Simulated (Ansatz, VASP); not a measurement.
# One calculation of BiH, two programs

```
Bi H
1.0
     4.60118    0.00000    0.00000
     0.00000    4.22790    0.00000
     0.00000    0.00000    4.81236
Bi H
2 2
Direct
  0.75000 0.00000 0.70999
  0.25000 0.00000 0.29001
  0.75000 0.50000 0.68934
  0.25000 0.50000 0.31066
```

Alike in both runs: functional PBE; k mesh 4 × 6 × 4; occupations gaussian, width 0.1 eV; no spin polarisation.

Ansatz relaxed the structure, and its values are those at the end. VASP's run is a single point on that final structure, the one shown.

|  | VASP | Ansatz |
| --- | --- | --- |
| version | VASP 6.6.1 | Ansatz 0.2.0 |
| potentials or method | VASP PAW PBE potentials, release 64 (Bi_d, H), cutoff 520 eV | scalar-relativistic, plane waves, PAW |
| valence electrons in the cell | 32 | 32 |

Ansatz gave:

| Quantity | Value |
| --- | --- |
| gap on the k mesh at the Fermi level (eV) | none |
| pressure (GPa) | 0.0 |
| rms of the force components (eV/Å) | 0.003 |

Estimate VASP's values.

gap on the k mesh at the Fermi level (eV): none; pressure (GPa): -0.1; rms of the force components (eV/Å): 0.004.

A gap of «none» marks a metal or a gap that the smearing closes.

Neither program's run includes spin-orbit coupling.
